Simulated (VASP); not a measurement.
Runs of VASP 6.6.1 on Co. The structure is that of space group I4_1/amd (No. 141), or close to it. The cells are those of the table. 

```csv
cell,k mesh,gap on the mesh (eV),pressure (GPa)
"a = 3.240, b = 3.240, c = 3.241 Å, angles 98.0, 98.0, 136.2°, 2 atoms",16 × 16 × 11,none,17.5
"a = 3.331, b = 3.331, c = 3.332 Å, angles 98.0, 98.0, 136.2°, 2 atoms",16 × 16 × 11,none,-0.3
"a = 3.286, b = 3.286, c = 3.287 Å, angles 98.0, 98.0, 136.2°, 2 atoms",16 × 16 × 11,none,(a)
"a = 3.331, b = 3.331, c = 3.332 Å, angles 98.0, 98.0, 136.2°, 2 atoms",15 × 15 × 10,none,-0.3
"a = 3.192, b = 3.192, c = 3.193 Å, angles 98.0, 98.0, 136.2°, 2 atoms",16 × 16 × 11,none,30.1
```

Alike in all rows: task single point; level BLYP; potentials or basis VASP PAW PBE potentials, release 64 (Co); no spin polarisation; cutoff (eV) 520; smearing fermi-dirac 0.1 eV.

Problem. Estimate the missing entries.

Solution. (a) 7.6.

Caveats: the PAW data sets were made with another functional, which shifts forces and pressure a little; the run has no spin polarisation, though such a crystal can be magnetic.

A gap of «none» marks levels without a gap at the run's occupations.
